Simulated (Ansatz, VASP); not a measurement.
## Two plane-wave programs on LaHg2

The input INCAR:

```
PREC     = Accurate       # precision mode
ENCUT    = 410            # plane-wave cutoff, eV
EDIFF    = 1E-8           # SCF threshold, eV
ISMEAR   = -1             # smearing method
SIGMA    = 0.08           # smearing width, eV
LREAL    = False          # projectors in reciprocal space
LASPH    = True           # aspherical terms in the spheres
NELM     = 200            # most SCF steps
ALGO     = Normal         # electronic algorithm
ISIF     = 2              # what is computed and relaxed
LWAVE    = False          # write WAVECAR
LCHARG   = False          # write CHGCAR
LEFG     = True         
NBANDS   = 32             # bands
GGA_COMPAT= False        
LMAXMIX  = 6              # l up to which the mixer works
```

Contents of KPOINTS:

```
regular mesh
0
Gamma
  8 8 9
```

The input POSCAR:

```
LaHg2
1.0
    5.0552386287      0.0000000000      0.0000000000
   -2.5276193144      4.3779650747      0.0000000000
    0.0000000000      0.0000000000      3.7113906736
La Hg
1 2
Direct
    0.0000000000      0.0000000000      0.0000000000
    0.3333333333      0.6666666667      0.5000000000
    0.6666666667      0.3333333333      0.5000000000
```

Input for Ansatz:

```yaml
crystal:
  lattice:
    - [5.0552386287, 0.0, 0.0]
    - [-2.5276193144, 4.3779650747, 0.0]
    - [0.0, 0.0, 3.7113906736]
  atoms:
    - { symbol: La, position: [0.0, 0.0, 0.0] }
    - { symbol: Hg, position: [0.3333333333, 0.6666666667, 0.5] }
    - { symbol: Hg, position: [0.6666666667, 0.3333333333, 0.5] }
kpoints:
  mp_grid: { grid: [8, 8, 9] }
scf:
  occupations: { method: fermi_dirac, width: 0.08 }
hamiltonian:
  xc: lda
  pseudopotentials: { kind: paw }
output:
  forces: true
  stress: true
  eigenvalues: true
  efg: { contact_densities: true }
```

Change from the starting cell: volume scaled by 1.06, PAW files.

Alike in both runs: task electric field gradients; functional LDA; k mesh 8 × 8 × 9; occupations fermi-dirac, width 0.08 eV; no spin polarisation.

|  | VASP | Ansatz |
| --- | --- | --- |
| version | VASP 6.6.1 | Ansatz 0.2.0 |
| potentials or method | VASP PAW LDA potentials, release 64 (La, Hg_sv_GW) | PAW with Ansatz's default frozen-core files, scalar-relativistic |
| plane-wave cutoff (eV) | 410 | 420 |
| valence electrons in the cell | 51 | 51 |

VASP gave:

| Quantity | Value |
| --- | --- |
| size of Vzz on the site where it differs most (V/Å²) | 275.6 |

Q: Estimate Ansatz's values.

A: Size of Vzz on the site where it differs most (V/Å²): 258.3.

LDA's correlation is that of Perdew and Zunger in VASP and of Perdew and Wang (1992) in Ansatz.

Neither program's run includes spin-orbit coupling.
